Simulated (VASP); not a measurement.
Input of a VASP 6.6.1 run:

The input INCAR:

```
SYSTEM = Ga
  PREC = Accurate
  ENCUT = 600
  EDIFF = 1E-7
  ISMEAR = 0
  SIGMA = 0.1
  LREAL = .False.
  LASPH = .True.
  NELM = 100
  ALGO = Fast
  ISIF = 3
  LWAVE = .False.
  LCHARG = .False.
  GGA = PS
  IBRION = 2
  NSW = 100
  EDIFFG = -0.01
```

KPOINTS

```
regular mesh
0
Gamma
  15 15 20
  0 0 0
```

File POSCAR:

```
Ga
1.0
    4.3414981617      0.0000000000      0.0000000000
   -2.1707490809      3.7598476985      0.0000000000
    0.0000000000      0.0000000000      2.7170046019
Ga
2
Direct
    0.3333333333      0.6666666667      0.0000000000
    0.6666666667      0.3333333333      0.0000000000
```

Potentials or basis: VASP PAW PBE potentials, release 64 (Ga_d).

Command:

```console
$ cat potpaw_PBE.64/Ga_d/POTCAR > POTCAR
$ mpirun -np 1 vasp_std > vasp.out
```

(1) What does it give for the band gap on the k mesh?

(2) Predict the space group after relaxing (to 0.1 Å).

## Answers

(1) zero (bands 13 and 14 overlap by 4.12 eV).

(2) P6/mmm (No. 191).
